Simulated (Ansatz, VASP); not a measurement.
**Li2S in VASP and in Ansatz**

Contents of INCAR:

```
PREC = Accurate
ENCUT = 750
EDIFF = 1E-6
ISMEAR = 1
SIGMA = 0.05
LREAL = False
LASPH = True
NELM = 120
ALGO = Normal
ISIF = 2
LWAVE = False
LCHARG = False
GGA = PE
NBANDS = 13
GGA_COMPAT = False
```

The input KPOINTS:

```
regular mesh
0
Gamma
  6 6 6
```

The input POSCAR:

```
Li2S
1.0
    0.0000000000      2.8452942165      2.8452942165
    2.8452942165      0.0000000000      2.8452942165
    2.8452942165      2.8452942165      0.0000000000
S Li
1 2
Direct
    0.0000000000      0.0000000000      0.0000000000
    0.2500000000      0.2500000000      0.2500000000
    0.7500000000      0.7500000000      0.7500000000
```

Input for Ansatz:

```yaml
crystal:
  lattice:
    - [0.0, 2.8452942165, 2.8452942165]
    - [2.8452942165, 0.0, 2.8452942165]
    - [2.8452942165, 2.8452942165, 0.0]
  atoms:
    - { symbol: S, position: [0.0, 0.0, 0.0] }
    - { symbol: Li, position: [0.25, 0.25, 0.25] }
    - { symbol: Li, position: [0.75, 0.75, 0.75] }
kpoints:
  mp_grid: { grid: [6, 6, 6] }
hamiltonian:
  xc: pbe
scf:
  occupations: { method: cold, width: 0.05 }
  n_extra_bands: 4
output:
  forces: true
  stress: true
  eigenvalues: true
```

Alike in both runs: task single point; functional PBE; k mesh 6 × 6 × 6; no spin polarisation.

|  | VASP | Ansatz |
| --- | --- | --- |
| version | VASP 6.6.1 | Ansatz 0.2.0 |
| potentials or method | VASP PAW PBE potentials, release 64 (S, Li_sv) | plane waves |
| plane-wave cutoff (eV) | 750 | 420 |
| occupations | methfessel-paxton of order 1, width 0.05 eV | cold, width 0.05 eV |
| valence electrons in the cell | 12 | 12 |

Ansatz gave:

* gap on the k mesh at the Fermi level (eV): 3.39
* pressure (GPa): 0.3

**Question.** What did VASP give for the same quantities?

**Answer.** gap on the k mesh at the Fermi level (eV): 3.39; pressure (GPa): 0.2.
